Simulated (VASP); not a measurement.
# TiAl in VASP: single point with r2SCAN

Aim: the single point of TiAl with r2SCAN.

All numbers are computed with VASP 6.6.1; they aren't measurements. Logs are shortened: lines on timing, memory, paths and dates and some standing lists are left out, and cuts for length are marked.

## 1. The cell of the first run

The typed cell holds 16 atoms: a = 5.613 Å, b = 5.742 Å, c = 9.203 Å, α = 90.00°, β = 90.00°, γ = 119.72°.

## 2. Single point, r2SCAN

Input file POSCAR:

```
TiAl
1.0
    2.7865603248     -4.8723152977      0.0000822162
    2.9153636664      4.9466799421     -0.0000853156
   -0.0000049590     -0.0001547593      9.2027119344
Al Ti
8 8
Direct
    0.3295827698      0.1664011462      0.1255096117
    0.3413006931      0.1686213409      0.6255005893
    0.3411165538      0.6763259628      0.6254988991
    0.8163031073      0.6559261533      0.1255094946
    0.6675801326      0.3372557918      0.3768630611
    0.6675752273      0.3372709436      0.8741472611
    0.6656671412      0.8314810306      0.3750782537
    0.6656660641      0.8315030714      0.8759097555
    0.8251458088      0.1427395382      0.1255023797
    0.8354391125      0.1643539227      0.6255039385
    0.3093963723      0.6449164195      0.1254975030
    0.8373529420      0.6641955066      0.6255041814
    0.1688209635      0.3417412062      0.3794322293
    0.1688226112      0.3417488396      0.8715737379
    0.1771905663      0.8474304191      0.3726454518
    0.1771924785      0.8474547573      0.8783386317
```

Input file INCAR.step1:

```
PREC = Accurate ; ENCUT = 520
ISMEAR = 0 ; SIGMA = 0.1
LREAL = Auto ; LASPH = True
NELM = 60 ; NBANDS = 74
ISYM = 0 ; GGA = PE
ALGO = Normal ; EDIFF = 1E-4
LWAVE = True ; LCHARG = False
```

Input file INCAR.step2:

```
PREC = Accurate ; ENCUT = 520
EDIFF = 1E-7 ; ISMEAR = 0
SIGMA = 0.1 ; LREAL = Auto
LASPH = True ; NELM = 60
ALGO = Normal ; ISIF = 2
LWAVE = False ; LCHARG = False
METAGGA = R2SCAN ; LMIXTAU = True
NBANDS = 74 ; ISYM = 0
ISTART = 1
```

Input file KPOINTS:

```
Automatic mesh
0
Gamma
  3 3 2
  0 0 0.5
```

Potentials or basis: VASP PAW PBE potentials, release 64 (Al, Ti_sv).

The run is started by

```bash
$ cat potpaw_PBE.64/Al/POTCAR potpaw_PBE.64/Ti_sv/POTCAR > POTCAR
$ cp INCAR.step1 INCAR
$ mpirun -np 1 vasp_std > vasp.out
$ cp INCAR.step2 INCAR
$ mpirun -np 1 vasp_std > vasp.out
```

OUTCAR:

```text
PREC = Accurate
   ENCUT = 520
   EDIFF = 1E-7
   ISMEAR = 0
   LREAL = Auto
   LASPH = True
   NELM = 60
   ISIF = 2
   METAGGA = R2SCAN
   ISYM = 0
   ISTART = 1

 ion  position               nearest neighbor table
   1  0.330  0.166  0.126-   9 2.77  15 2.78  16 2.78   4 2.78  11 2.81   5 2.84   6 2.84   9 2.85
                            13 2.86  14 2.86   4 2.92  11 2.94
   2  0.341  0.169  0.626-  10 2.79   5 2.79   6 2.79  16 2.82  15 2.82   3 2.83  12 2.83  10 2.83
                            14 2.83  13 2.83  12 2.88   3 2.92
   3  0.341  0.676  0.625-  12 2.79   8 2.80   7 2.80  10 2.80  13 2.81  14 2.81  12 2.82   2 2.83
                            16 2.85  15 2.85  10 2.90   2 2.92
   4  0.816  0.656  0.126-   9 2.77   1 2.78  11 2.80   7 2.80   8 2.80   6 2.81   5 2.81  11 2.81
                            15 2.88  16 2.88   1 2.92   9 2.97
   5  0.668  0.337  0.377-   2 2.79  15 2.79  13 2.80   4 2.81  12 2.81  13 2.81  10 2.83   1 2.84
                             7 2.84   9 2.89   7 2.90  15 2.91
   6  0.668  0.337  0.874-   2 2.79  16 2.79  14 2.80   4 2.81  12 2.81  14 2.81  10 2.83   1 2.84
                             8 2.84   9 2.89   8 2.90  16 2.91
   7  0.666  0.831  0.375-   9 2.77  15 2.79   3 2.80   4 2.80  13 2.81  15 2.83  10 2.84  12 2.84
                             5 2.84  11 2.88  13 2.89   5 2.90
   8  0.666  0.832  0.876-   9 2.77  16 2.79   3 2.80   4 2.80  14 2.81  16 2.83  10 2.84  12 2.84
                             6 2.84  11 2.88  14 2.89   6 2.90
   9  0.825  0.143  0.126-   1 2.77   4 2.77   7 2.77   8 2.77  11 2.82   1 2.85  14 2.88  13 2.88
                            11 2.89   5 2.89   6 2.89   4 2.97
  10  0.835  0.164  0.626-   2 2.79  13 2.79  14 2.79   3 2.80   2 2.83   6 2.83   5 2.83   8 2.84
                             7 2.84  12 2.86  12 2.88   3 2.90
  11  0.309  0.645  0.125-  14 2.78  13 2.78   4 2.80   1 2.81   4 2.81   9 2.82  15 2.82  16 2.82
                             7 2.88   8 2.88   9 2.89   1 2.94
  12  0.837  0.664  0.626-   3 2.79   5 2.81   6 2.81   3 2.82   2 2.83   8 2.84   7 2.84  16 2.86
                            15 2.86  10 2.86   2 2.88  10 2.88
  13  0.169  0.342  0.379-  11 2.78  10 2.79   5 2.80   5 2.81   7 2.81   3 2.81   2 2.83   1 2.86
                            15 2.86  15 2.88   9 2.88   7 2.89
  14  0.169  0.342  0.872-  11 2.78  10 2.79   6 2.80   6 2.81   8 2.81   3 2.81   2 2.83   1 2.86
                            16 2.86   9 2.88  16 2.88   8 2.89
  15  0.177  0.847  0.373-   1 2.78   7 2.79   5 2.79  11 2.82   2 2.82   7 2.83   3 2.85  12 2.86
                            13 2.86   4 2.88  13 2.88   5 2.91
  16  0.177  0.847  0.878-   1 2.78   8 2.79   6 2.79  11 2.82   2 2.82   8 2.83   3 2.85  12 2.86
                            14 2.86   4 2.88  14 2.88   6 2.91

IMPORTANT INFORMATION: All symmetrisations will be switched off!
NOSYMM: (Re-)initialisation of all symmetry stuff for point group C_1.

----------------------------------------------------------------------------------------

                                     Primitive cell

  volume of cell :     257.5728

  direct lattice vectors                    reciprocal lattice vectors
     2.786560325 -4.872315298  0.000082216     0.176737880 -0.104161822 -0.000001656
     2.915363666  4.946679942 -0.000085316     0.174080936  0.099559860  0.000001768
    -0.000004959 -0.000154759  9.202711934     0.000000035  0.000001854  0.108663621

  length of vectors
     5.612875806  5.741862743  9.202711936     0.205148637  0.200540116  0.108663621

  position of ions in fractional coordinates (direct lattice)
     0.329582770  0.166401146  0.125509612
     0.341300693  0.168621341  0.625500589
     0.341116554  0.676325963  0.625498899
     0.816303107  0.655926153  0.125509495
     0.667580133  0.337255792  0.376863061
     0.667575227  0.337270944  0.874147261
[... 8 lines left out ...]
     0.177190566  0.847430419  0.372645452
     0.177192478  0.847454757  0.878338632

  ion indices of the primitive-cell ions
   primitive index   ion index
                 1           1
                 2           2
                 3           3
                 4           4
                 5           5
                 6           6
[... 8 lines left out ...]
                15          15
                16          16

----------------------------------------------------------------------------------------

 KPOINTS: Automatic mesh

Automatic generation of k-mesh.
 Grid dimensions read from file:
 generate k-points for:    3    3    2

 Generating k-lattice:

  Cartesian coordinates                     Fractional coordinates (reciprocal lattice)
     0.058912627 -0.034720607 -0.000000552     0.333333333 -0.000000000  0.000000000
     0.058026979  0.033186620  0.000000589     0.000000000  0.333333333  0.000000000
     0.000000017  0.000000927  0.054331810     0.000000000  0.000000000  0.500000000

  Length of vectors
     0.068382879  0.066846705  0.054331810

  Shift w.r.t. Gamma in fractional coordinates (k-lattice)
     0.000000000  0.000000000  0.500000000

 Subroutine IBZKPT returns following result:
 ===========================================

 Found      9 irreducible k-points:

 Following reciprocal coordinates:
            Coordinates               Weight
 -0.000000  0.000000  0.250000      2.000000
  0.333333 -0.000000  0.250000      2.000000
 -0.333333 -0.000000  0.250000      2.000000
  0.000000  0.333333  0.250000      2.000000
  0.333333  0.333333  0.250000      2.000000
 -0.333333  0.333333  0.250000      2.000000
  0.000000 -0.333333  0.250000      2.000000
  0.333333 -0.333333  0.250000      2.000000
 -0.333333 -0.333333  0.250000      2.000000
   k-points           NKPTS =      9   k-points in BZ     NKDIM =      9   number of bands    NBANDS=     74
   number of dos      NEDOS =    301   number of ions     NIONS =     16
   total plane-waves  NPLWV = 141120
   dimension x,y,z NGX =    42 NGY =   48 NGZ =   70
   dimension x,y,z NGXF=    84 NGYF=   96 NGZF=  140
   ions per type =               8   8
   NGX,Y,Z   is equivalent  to a cutoff of  12.44, 13.90, 12.65 a.u.
   NGXF,Y,Z  is equivalent  to a cutoff of  24.88, 27.80, 25.29 a.u.
 SYSTEM =  unknown system
   PREC   = accura    normal or accurate (medium, high low for compatibility)
   ISTART =      1    job   : 0-new  1-cont  2-samecut
   ICHARG =      0    charge: 1-file 2-atom 10-const
   ISPIN  =      1    spin polarized calculation?
   LNONCOLLINEAR =      F non collinear calculations
   LSORBIT =      F    spin-orbit coupling
   LASPH  =      T    aspherical Exc in radial PAW
   ENCUT  =  520.0 eV  38.22 Ry    6.18 a.u.  10.44 10.68 17.11*2*pi/ulx,y,z
   NELM   =     60;   NELMIN=  2; NELMDL=  0     # of ELM steps
   EDIFF  = 0.1E-06   stopping-criterion for ELM
   LREAL  =      T    real-space projection
   EDIFFG = 0.1E-05   stopping-criterion for IOM
   NSW    =      0    number of steps for IOM
   IBRION =     -1    ionic relax: 0-MD 1-quasi-New 2-CG
   NFREE  =      0    steps in history (QN), initial steepest desc. (CG)
   ISIF   =      2    stress and relaxation
   ISYM   =      0    0-nonsym 1-usesym 2-fastsym
   POTIM  = 0.5000    time-step for ionic-motion
   TEBEG  =    0.0;   TEEND  =   0.0 temperature during run
   PSTRESS=    0.0 pullay stress
   NELECT =     120.0000    total number of electrons
   NUPDOWN=      -1.0000    fix difference up-down
   EMIN   =  10.00;   EMAX   =-10.00  energy-range for DOS
   EFERMI =   0.00;   METHOD = LEGACY
   ISMEAR =     0;   SIGMA  =   0.10  broadening in eV -4-tet -1-fermi 0-gaus
   EFERMI_NEDOS =   21; number of points for ismear=-14 and -15
   IALGO  =     38    algorithm
   IMIX   =      4    mixing-type and parameters
     AMIX     =   0.40;   BMIX     =  1.00
     AMIX_MAG =   1.60;   BMIX_MAG =  1.00
  volume/ion in A,a.u.               =      16.10       108.64
  Fermi-wavevector in a.u.,A,eV,Ry     =   1.269118  2.398285 21.914357  1.610660
  Thomas-Fermi vector in A             =   2.402176
   LORBIT       =      0    0 simple, 1 ext, 2 COOP (PROOUT), +10 PAW based schemes
   METAGGA = R2SCAN    functional components
   LHFCALC =     F    Hartree Fock is set to
   AEXX    =    0.0000 exact exchange contribution
   IVDW    =     0    specifies the selected vdW correction
   LEPSILON=     F    determine dielectric tensor
   LRPA    =     F    only Hartree local field effects (RPA)
 non-spin polarized calculation
 Gauss-broadening in eV      SIGMA  =   0.10
  energy-cutoff  :      520.00
  volume of cell :      257.57
 maximum number of plane-waves:      6958
 NGX is ok and might be reduce to    42
   NGX = 21   NGY = 21   NGZ = 35

 number of electron     119.9999995 magnetization

 Free energy of the ion-electron system (eV)
  ---------------------------------------------------
  ext. energy  EPLUGINS =         0.00000000
  ---------------------------------------------------
  free energy    TOTEN  =      -163.61242253 eV

  energy without entropy =     -163.56012188  energy(sigma->0) =     -163.58627221

 E-fermi :   8.5022     XC(G=0): -11.8850

 val. band max:        8.4818916650   @ k =  -0.0000   0.0000   0.2500
 cond. band min:       8.5527857147   @ k =  -0.3333  -0.3333   0.2500
 fundamental gap:      0.0708940497
 Fermi energy:         8.5021889670

 k-point     1 :      -0.0000    0.0000    0.2500
  band No.  band energies     occupation
      1     -50.5810      2.00000
      2     -50.5507      2.00000
      3     -50.5453      2.00000
      4     -50.5319      2.00000
      5     -50.5179      2.00000
      6     -50.3904      2.00000
[... 64 lines left out ...]
     71      10.0460      0.00000
     72      10.2578      0.00000

 k-point     2 :       0.3333   -0.0000    0.2500
  band No.  band energies     occupation
      1     -50.5805      2.00000
      2     -50.5498      2.00000
      3     -50.5456      2.00000
      4     -50.5301      2.00000
      5     -50.5181      2.00000
      6     -50.3913      2.00000
[... 517 lines left out ...]
 k-point     9 :      -0.3333   -0.3333    0.2500
  band No.  band energies     occupation
      1     -50.5693      2.00000
      2     -50.5486      2.00000
      3     -50.5456      2.00000
      4     -50.5305      2.00000
      5     -50.5239      2.00000
      6     -50.3954      2.00000
[... 64 lines left out ...]
     71       9.8982      0.00000
     72      10.1251      0.00000
 [bands above 72 left out]

------------------------ aborting loop because EDIFF is reached ----------------------------------------

  FORCE on cell =-STRESS in cart. coord.  units (eV):
  Direction    XX          YY          ZZ          XY          YZ          ZX
  --------------------------------------------------------------------------------------
  -------------------------------------------------------------------------------------
  Total        0.1282858      0.1689629      0.0986565      0.0344589      0.0038426      0.0073035
  in kB        0.7979748      1.0509984      0.6136722      0.2143445      0.0239024      0.0454301
  external PRESSURE =       0.8208818 kB  Pullay stress =       0.0000000 kB

 VOLUME and BASIS-vectors are now :
 -----------------------------------------------------------------------------
  energy-cutoff  :      520.00
  volume of cell :      257.57
      direct lattice vectors                 reciprocal lattice vectors
     2.786560325 -4.872315298  0.000082216     0.176737880 -0.104161822 -0.000001656
     2.915363666  4.946679942 -0.000085316     0.174080936  0.099559860  0.000001768
    -0.000004959 -0.000154759  9.202711934     0.000000035  0.000001854  0.108663621

 POSITION                                       TOTAL-FORCE (eV/Angst)
 -----------------------------------------------------------------------------------
      1.40352     -0.78272      1.15504         0.019530     -0.006134     -0.003404
      1.44264     -0.82891      5.75632         0.017365     -0.002128     -0.001255
      2.92227      1.68344      5.75626         0.012734     -0.002138      0.001962
      4.18694     -0.73265      1.15504        -0.012818      0.000297     -0.000734
      2.84347     -1.58442      3.46819        -0.008217      0.004352     -0.006272
      2.84350     -1.58440      8.04455        -0.004837      0.005995      0.002271
[... 8 lines left out ...]
      2.96432      3.32858      3.42929         0.021207      0.009793     -0.013356
      2.96439      3.32861      8.08304         0.003022     -0.002501      0.007361
 -----------------------------------------------------------------------------------
    total drift:                               -0.015313     -0.015506      0.024627

  FREE ENERGIE OF THE ION-ELECTRON SYSTEM (eV)
  ---------------------------------------------------
  free  energy   TOTEN  =      -163.6124225328 eV

  energy  without entropy=     -163.5601218804  energy(sigma->0) =     -163.58627221
```

It took 15 min on 1 thread of AMD EPYC 9R45 (Zen 5), shared host; peak memory 0.42 GiB.

Results:

```
Free energy            : -163.6124 eV
Pressure               : 0.1 GPa
Largest force          : 0.032 eV/Å
Band gap on the k mesh : zero (bands 60 and 61 overlap by 0.27 eV)
```

Forces on the atoms (eV/Å):
```
Al   0.020 -0.006 -0.003
Al   0.017 -0.002 -0.001
Al   0.013 -0.002  0.002
Al  -0.013  0.000 -0.001
Al  -0.008  0.004 -0.006
Al  -0.005  0.006  0.002
Al  -0.009 -0.003 -0.008
Al  -0.010 -0.003  0.007
Ti  -0.025  0.020 -0.001
Ti  -0.015  0.008  0.003
Ti   0.016 -0.009  0.000
Ti  -0.018  0.015  0.008
Ti   0.009 -0.017  0.005
Ti   0.004 -0.018 -0.001
Ti   0.021  0.010 -0.013
Ti   0.003 -0.003  0.007
```

Caveat: the k points lie up to 0.43 Å⁻¹ apart; the PAW data sets were made with another functional, which shifts forces and pressure a little.

The gap in the log of VASP goes by the Fermi energy; the results here count the filled bands.